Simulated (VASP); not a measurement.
# ZnS (Cm) in VASP: further runs

The runs below take ZnS through single point, with r2SCAN.

Everything below comes from runs of VASP 6.6.1. Logs are shortened: lines on timing, memory, paths and dates and some standing lists are left out, and cuts for length are marked.

### Step 1. The cell of the first run

Symmetry: Cm, No. 8, monoclinic system. The conventional cell has a = 6.600 Å, b = 3.811 Å, c = 3.811 Å, α = 90.00°, β = 125.26°, γ = 90.00°. Zn (site symmetry m) has 4 S at 2.19 to 2.75 Å within 2.9 Å. S (site symmetry m) has 4 Zn at 2.19 to 2.75 Å within 2.9 Å.

### Step 2. Single point, r2SCAN (atom 2 (S) moved by (-0.300, -0.300) A along [1 1 0] and z)

POSCAR

```
ZnS
1.0
    0.0000000000      2.6945131952      2.6945131952
    2.6945131952      0.0000000000      2.6945131952
    2.6945131952      2.6945131952      0.0000000000
Zn S
1 1
Direct
    0.0000000000      0.0000000000      0.0000000000
    0.6943313173      0.6943313173      0.7269412766
```

INCAR.step1

```
  PREC = Accurate
  ENCUT = 520
  ISMEAR = 0
  SIGMA = 0.05
  LREAL = F
  LASPH = T
  NELM = 60
  NBANDS = 16
  GGA = PE
  ALGO = Normal
  EDIFF = 1E-4
  LWAVE = T
  LCHARG = F
```

INCAR.step2

```
  PREC = Accurate
  ENCUT = 520
  EDIFF = 1E-6
  ISMEAR = 0
  SIGMA = 0.05
  LREAL = F
  LASPH = T
  NELM = 60
  ALGO = Normal
  ISIF = 2
  LWAVE = F
  LCHARG = F
  METAGGA = R2SCAN
  LMIXTAU = T
  NBANDS = 16
  ISTART = 1
```

KPOINTS

```
regular mesh
0
Gamma
  8 8 8
```

Potentials or basis: VASP PAW PBE potentials, release 64 (Zn, S).

Run with:

```
> cat potpaw_PBE.64/Zn/POTCAR potpaw_PBE.64/S/POTCAR > POTCAR
> cp INCAR.step1 INCAR
> mpirun -np 1 vasp_std > vasp.out
> cp INCAR.step2 INCAR
> mpirun -np 1 vasp_std > vasp.out
```

OUTCAR:

```text
PREC = Accurate
   ENCUT = 520
   EDIFF = 1E-6
   ISMEAR = 0
   LREAL = F
   LASPH = T
   NELM = 60
   ISIF = 2
   METAGGA = R2SCAN
   ISTART = 1

 ion  position               nearest neighbor table
   1  0.000  0.000  0.000-   2 2.19   2 2.19   2 2.30   2 2.75
   2  0.694  0.694  0.727-   1 2.19   1 2.19   1 2.30   1 2.75

  LATTYP: Found a face centered cubic cell.
 ALAT       =     5.3890263904

  Lattice vectors:

 A1 = (   0.0000000000,   2.6945131952,   2.6945131952)
 A2 = (   2.6945131952,   0.0000000000,   2.6945131952)
 A3 = (   2.6945131952,   2.6945131952,   0.0000000000)

Analysis of symmetry for initial positions (statically):
=====================================================================
 Subroutine PRICEL returns:
 Original cell was already a primitive cell.

 Routine SETGRP: Setting up the symmetry group for a
 face centered cubic supercell.

 Subroutine GETGRP returns: Found  2 space group operations
 (whereof  2 operations were pure point group operations)
 out of a pool of 48 trial point group operations.

The static configuration has the point symmetry C_1h.

Analysis of symmetry for dynamics (positions and initial velocities):
=====================================================================
 Subroutine PRICEL returns:
 Original cell was already a primitive cell.

 Routine SETGRP: Setting up the symmetry group for a
 face centered cubic supercell.

 Subroutine GETGRP returns: Found  2 space group operations
 (whereof  2 operations were pure point group operations)
 out of a pool of 48 trial point group operations.

The dynamic configuration has the point symmetry C_1h.

 Subroutine INISYM returns: Found  2 space group operations
 (whereof  2 operations are pure point group operations),
 and found     1 'primitive' translations

----------------------------------------------------------------------------------------

                                     Primitive cell

  volume of cell :      39.1265

  direct lattice vectors                    reciprocal lattice vectors
     0.000000000  2.694513195  2.694513195    -0.185562276  0.185562276  0.185562276
     2.694513195  0.000000000  2.694513195     0.185562276 -0.185562276  0.185562276
     2.694513195  2.694513195  0.000000000     0.185562276  0.185562276 -0.185562276

  length of vectors
     3.810617105  3.810617105  3.810617105     0.321403289  0.321403289  0.321403289

  position of ions in fractional coordinates (direct lattice)
     0.000000000  0.000000000  0.000000000
     0.694331317  0.694331317  0.726941277

  ion indices of the primitive-cell ions
   primitive index   ion index
                 1           1
                 2           2

----------------------------------------------------------------------------------------

 KPOINTS: regular mesh

Automatic generation of k-mesh.
 Grid dimensions read from file:
 generate k-points for:    8    8    8

 Generating k-lattice:

  Cartesian coordinates                     Fractional coordinates (reciprocal lattice)
    -0.023195284  0.023195284  0.023195284     0.125000000  0.000000000  0.000000000
     0.023195284 -0.023195284  0.023195284     0.000000000  0.125000000  0.000000000
     0.023195284  0.023195284 -0.023195284     0.000000000  0.000000000  0.125000000

  Length of vectors
     0.040175411  0.040175411  0.040175411

  Shift w.r.t. Gamma in fractional coordinates (k-lattice)
     0.000000000  0.000000000  0.000000000

 Subroutine IBZKPT returns following result:
 ===========================================

 Found    150 irreducible k-points:

 Following reciprocal coordinates:
            Coordinates               Weight
  0.000000  0.000000  0.000000      1.000000
  0.125000  0.000000  0.000000      4.000000
  0.000000  0.000000  0.125000      2.000000
  0.125000  0.125000  0.125000      2.000000
  0.250000  0.000000  0.000000      4.000000
  0.000000  0.000000  0.250000      2.000000
[... 16 lines left out ...]
  0.375000  0.125000  0.000000      4.000000
  0.000000  0.375000  0.125000      4.000000
 [... further k-points ...]
   k-points           NKPTS =    150   k-points in BZ     NKDIM =    150   number of bands    NBANDS=     16
   number of dos      NEDOS =    301   number of ions     NIONS =      2
   total plane-waves  NPLWV =  21952
   dimension x,y,z NGX =    28 NGY =   28 NGZ =   28
   dimension x,y,z NGXF=    56 NGYF=   56 NGZF=   56
   ions per type =               1   1
   NGX,Y,Z   is equivalent  to a cutoff of  12.22, 12.22, 12.22 a.u.
   NGXF,Y,Z  is equivalent  to a cutoff of  24.43, 24.43, 24.43 a.u.
 SYSTEM =  unknown system
   PREC   = accura    normal or accurate (medium, high low for compatibility)
   ISTART =      1    job   : 0-new  1-cont  2-samecut
   ICHARG =      0    charge: 1-file 2-atom 10-const
   ISPIN  =      1    spin polarized calculation?
   LNONCOLLINEAR =      F non collinear calculations
   LSORBIT =      F    spin-orbit coupling
   LASPH  =      T    aspherical Exc in radial PAW
   ENCUT  =  520.0 eV  38.22 Ry    6.18 a.u.   7.09  7.09  7.09*2*pi/ulx,y,z
   NELM   =     60;   NELMIN=  2; NELMDL=  0     # of ELM steps
   EDIFF  = 0.1E-05   stopping-criterion for ELM
   LREAL  =      F    real-space projection
   EDIFFG = 0.1E-04   stopping-criterion for IOM
   NSW    =      0    number of steps for IOM
   IBRION =     -1    ionic relax: 0-MD 1-quasi-New 2-CG
   NFREE  =      0    steps in history (QN), initial steepest desc. (CG)
   ISIF   =      2    stress and relaxation
   ISYM   =      2    0-nonsym 1-usesym 2-fastsym
   POTIM  = 0.5000    time-step for ionic-motion
   TEBEG  =    0.0;   TEEND  =   0.0 temperature during run
   PSTRESS=    0.0 pullay stress
   NELECT =      18.0000    total number of electrons
   NUPDOWN=      -1.0000    fix difference up-down
   EMIN   =  10.00;   EMAX   =-10.00  energy-range for DOS
   EFERMI =   0.00;   METHOD = LEGACY
   ISMEAR =     0;   SIGMA  =   0.05  broadening in eV -4-tet -1-fermi 0-gaus
   EFERMI_NEDOS =   21; number of points for ismear=-14 and -15
   IALGO  =     38    algorithm
   IMIX   =      4    mixing-type and parameters
     AMIX     =   0.40;   BMIX     =  1.00
     AMIX_MAG =   1.60;   BMIX_MAG =  1.00
  volume/ion in A,a.u.               =      19.56       132.02
  Fermi-wavevector in a.u.,A,eV,Ry     =   1.263791  2.388219 21.730795  1.597168
  Thomas-Fermi vector in A             =   2.397130
   LORBIT       =      0    0 simple, 1 ext, 2 COOP (PROOUT), +10 PAW based schemes
   METAGGA = R2SCAN    functional components
   LHFCALC =     F    Hartree Fock is set to
   AEXX    =    0.0000 exact exchange contribution
   IVDW    =     0    specifies the selected vdW correction
   LEPSILON=     F    determine dielectric tensor
   LRPA    =     F    only Hartree local field effects (RPA)
 non-spin polarized calculation
 Gauss-broadening in eV      SIGMA  =   0.05
  energy-cutoff  :      520.00
  volume of cell :       39.13
 maximum number of plane-waves:      1067
   NGX = 15   NGY = 15   NGZ = 15

 number of electron      18.0000007 magnetization

 Free energy of the ion-electron system (eV)
  ---------------------------------------------------
  ext. energy  EPLUGINS =         0.00000000
  ---------------------------------------------------
  free energy    TOTEN  =       -18.57181567 eV

  energy without entropy =      -18.57181567  energy(sigma->0) =      -18.57181567

 E-fermi :   2.1784     XC(G=0): -10.3146

 val. band max:        1.9108922221   @ k =   0.0000   0.0000   0.0000
 cond. band min:       4.6750162554   @ k =   0.0000   0.0000   0.0000
 fundamental gap:      2.7641240334
 Fermi energy:         2.1784141438

 k-point     1 :       0.0000    0.0000    0.0000
  band No.  band energies     occupation
      1     -11.9235      2.00000
      2      -5.0184      2.00000
      3      -4.9482      2.00000
      4      -4.4608      2.00000
      5      -4.2809      2.00000
      6      -4.2638      2.00000
[... 8 lines left out ...]
     15      14.1223      0.00000
     16      14.1228      0.00000

 k-point     2 :       0.1250    0.0000    0.0000
  band No.  band energies     occupation
      1     -11.7957      2.00000
      2      -5.0222      2.00000
      3      -4.9025      2.00000
      4      -4.4513      2.00000
      5      -4.2839      2.00000
      6      -4.2693      2.00000
[... 8 lines left out ...]
     15      13.4456      0.00000
     16      14.9401      0.00000

 k-point     3 :       0.0000    0.0000    0.1250
  band No.  band energies     occupation
      1     -11.8010      2.00000
      2      -4.9767      2.00000
      3      -4.9485      2.00000
      4      -4.4567      2.00000
      5      -4.2859      2.00000
      6      -4.2627      2.00000
[... 8 lines left out ...]
     15      13.4853      0.00000
     16      14.8878      0.00000

 k-point     4 :       0.1250    0.1250    0.1250
  band No.  band energies     occupation
      1     -11.8182      2.00000
      2      -5.0137      2.00000
      3      -4.9459      2.00000
      4      -4.4491      2.00000
      5      -4.2769      2.00000
      6      -4.2591      2.00000
[... 8 lines left out ...]
     15      13.7477      0.00000
     16      15.2425      0.00000
[... 324 lines left out ...]
 k-point    22 :       0.2500    0.2500    0.1250
  band No.  band energies     occupation
      1     -11.5462      2.00000
      2      -4.9688      2.00000
      3      -4.9443      2.00000
      4      -4.4166      2.00000
      5      -4.2593      2.00000
      6      -4.2527      2.00000
[... 8 lines left out ...]
     15      14.7099      0.00000
     16      15.9519      0.00000

 k-point    23 :       0.3750    0.1250    0.0000
  band No.  band energies     occupation
      1     -11.1359      2.00000
      2      -4.9414      2.00000
      3      -4.6809      2.00000
      4      -4.4512      2.00000
      5      -4.2880      2.00000
      6      -4.1973      2.00000
[... 8 lines left out ...]
     15      15.3725      0.00000
     16      15.6099      0.00000

 k-point    24 :       0.0000    0.3750    0.1250
  band No.  band energies     occupation
      1     -11.1230      2.00000
      2      -4.9376      2.00000
      3      -4.6838      2.00000
      4      -4.4639      2.00000
      5      -4.2825      2.00000
      6      -4.1972      2.00000
[... 8 lines left out ...]
     15      15.3103      0.00000
     16      15.5719      0.00000

 [... further k-points ...]

------------------------ aborting loop because EDIFF is reached ----------------------------------------

  FORCE on cell =-STRESS in cart. coord.  units (eV):
  Direction    XX          YY          ZZ          XY          YZ          ZX
  --------------------------------------------------------------------------------------
  -------------------------------------------------------------------------------------
  Total        1.0196295      1.0196295      0.5649194     -1.1570192     -0.3181689     -0.3181784
  in kB       41.7524582     41.7524582     23.1326910    -47.3783783    -13.0285875    -13.0289766
  external PRESSURE =      35.5458691 kB  Pullay stress =       0.0000000 kB

 VOLUME and BASIS-vectors are now :
 -----------------------------------------------------------------------------
  energy-cutoff  :      520.00
  volume of cell :       39.13
      direct lattice vectors                 reciprocal lattice vectors
     0.000000000  2.694513195  2.694513195    -0.185562276  0.185562276  0.185562276
     2.694513195  0.000000000  2.694513195     0.185562276 -0.185562276  0.185562276
     2.694513195  2.694513195  0.000000000     0.185562276  0.185562276 -0.185562276

 POSITION                                       TOTAL-FORCE (eV/Angst)
 -----------------------------------------------------------------------------------
      0.00000      0.00000      0.00000        -0.206601     -0.206601     -1.072631
      3.82964      3.82964      3.74177         0.206601      0.206601      1.072631
 -----------------------------------------------------------------------------------
    total drift:                                0.010795      0.010795      0.003032

  FREE ENERGIE OF THE ION-ELECTRON SYSTEM (eV)
  ---------------------------------------------------
  free  energy   TOTEN  =       -18.5718156657 eV

  energy  without entropy=      -18.5718156657  energy(sigma->0) =      -18.57181567
```

Wall time 11 min (1 thread of AMD EPYC 7R13, shared host); peak memory 0.2 GiB.

What came out:

| Property | Result |
| --- | --- |
| Free energy | -18.5718 eV |
| Pressure | 3.6 GPa |
| Largest force | 1.112 eV/Å |
| Band gap on the k mesh | 2.76 eV |

Forces on the atoms (eV/Å):
```
Zn  -0.207 -0.207 -1.073
S    0.207  0.207  1.073
```

Stress tensor (GPa, compression positive):
```
 4.18 -4.74 -1.30
-4.74  4.18 -1.30
-1.30 -1.30  2.31
```

Caveat: the cell differs from its parent crystal (atom 2 (S) moved by (-0.300, -0.300) A along [1 1 0] and z); the cell stands under pressure; the PAW data sets were made with another functional, which shifts forces and pressure a little.

### Step 3. Single point, r2SCAN (atom 2 (S) moved by (-0.300, +0.300) A along [1 1 0] and z)

Edit POSCAR of step 2 so:

```diff
@@ -9,2 +9,2 @@
     0.0000000000      0.0000000000      0.0000000000
-    0.6943313173      0.6943313173      0.7269412766
+    0.8056686827      0.8056686827      0.6156039113
```

INCAR.step1

```
ALGO = Normal
EDIFF = 1E-4
ENCUT = 520
GGA = PE
ISMEAR = 0
LASPH = True
LCHARG = False
LREAL = False
LWAVE = True
NBANDS = 16
NELM = 60
PREC = Accurate
SIGMA = 0.05
```

INCAR.step2

```
ALGO = Normal
EDIFF = 1E-7
ENCUT = 520
ISIF = 2
ISMEAR = 0
ISTART = 1
LASPH = True
LCHARG = False
LMIXTAU = True
LREAL = False
LWAVE = False
METAGGA = R2SCAN
NBANDS = 16
NELM = 60
PREC = Accurate
SIGMA = 0.05
```

KPOINTS

```
k-points
0
Gamma
  8 8 8
```

Potentials or basis: VASP PAW PBE potentials, release 64 (Zn, S).

Run with:

```
> cat potpaw_PBE.64/Zn/POTCAR potpaw_PBE.64/S/POTCAR > POTCAR
> cp INCAR.step1 INCAR
> mpirun -np 1 vasp_std > vasp.out
> cp INCAR.step2 INCAR
> mpirun -np 1 vasp_std > vasp.out
```

It took 12 min on 1 thread of AMD EPYC 7R13, shared host; peak memory 0.2 GiB.

Results (log left out):

- Free energy: -17.8386 eV
- Pressure: 11.1 GPa
- Largest force: 6.654 eV/Å
- Band gap on the k mesh: 2.56 eV

Forces on the atoms (eV/Å):
```
Zn  -3.876 -3.876  3.773
S    3.876  3.876 -3.773
```

Stress tensor (GPa, compression positive):
```
 11.93  15.62 -14.38
 15.62  11.93 -14.38
-14.38 -14.38   9.44
```

Levels at points of the mesh, in eV from the valence-band top:
```
           k point  band 7  band 8  band 9  band 10  band 11  band 12
(0.00, 0.00, 0.00)   -0.88   -0.05    0.00     2.56     6.50     6.67
(0.50, 0.00, 0.00)   -5.12   -1.57   -0.40     3.32     5.94     8.17
(0.00, 0.00, 0.50)   -6.01   -1.45   -1.21     4.33     7.48     7.91
(0.50, 0.50, 0.50)   -5.30   -1.55   -0.41     3.42     5.98     8.36
(0.50, 0.50, 0.00)   -4.76   -2.46   -2.35     2.95     4.59    11.20
(0.00, 0.50, 0.50)   -4.84   -2.52   -2.17     3.02     4.43    11.22
```

Caveat: the cell differs from its parent crystal (atom 2 (S) moved by (-0.300, +0.300) A along [1 1 0] and z); the cell stands under pressure; the PAW data sets were made with another functional, which shifts forces and pressure a little. A k mesh can miss the band edges.
